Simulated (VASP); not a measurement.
Write the native input for VASP 6.6.1 that does the following.

```
Task                   : single point
Functional             : LDA
Potentials or basis    : VASP PAW LDA potentials, release 64 (Au, Al)
Cutoff                 : 520 eV
k mesh                 : 8 × 8 × 8
Occupations            : fermi-dirac, width 0.05 eV
Spin                   : no spin polarisation
Dipole correction      : no
Further INCAR settings : ALGO = Normal; EDIFF = 1e-07; NBANDS = 16
```

The structure of Al2Au lies in POSCAR:

```
Al2Au
1.0
    0.0000000000      2.9798651651      2.9798651651
    2.9798651651      0.0000000000      2.9798651651
    2.9798651651      2.9798651651      0.0000000000
Au Al
1 2
Direct
    0.0000000000      0.0000000000      0.0000000000
    0.7500000000      0.7500000000      0.7500000000
    0.2500000000      0.2500000000      0.2500000000
```

These files were run (other wordings do the same):

INCAR

```
SYSTEM = Al2Au
PREC = Accurate ; ENCUT = 520
EDIFF = 1E-7 ; ISMEAR = -1
SIGMA = 0.05 ; LREAL = .FALSE.
LASPH = .TRUE. ; NELM = 100
ALGO = Normal ; ISIF = 2
LWAVE = .FALSE. ; LCHARG = .TRUE.
GGA = CA ; LELF = .TRUE.
LVHAR = .TRUE. ; NBANDS = 16
```

KPOINTS

```
Automatic mesh
0
G
  8 8 8
  0 0 0
```

Potentials or basis: VASP PAW LDA potentials, release 64 (Au, Al).

Run with:

```bash
$ cat potpaw_LDA.64/Au/POTCAR potpaw_LDA.64/Al/POTCAR > POTCAR
$ mpirun -np 1 vasp_std > vasp.out
```

Results of the run:

```json
{
  "Pressure": "-0.1 GPa"
}
```

Run time: 8.1 s on 1 thread of Intel(R) Xeon(R) 6975P-C (Granite Rapids), on a shared host, peak memory 0.16 GiB.
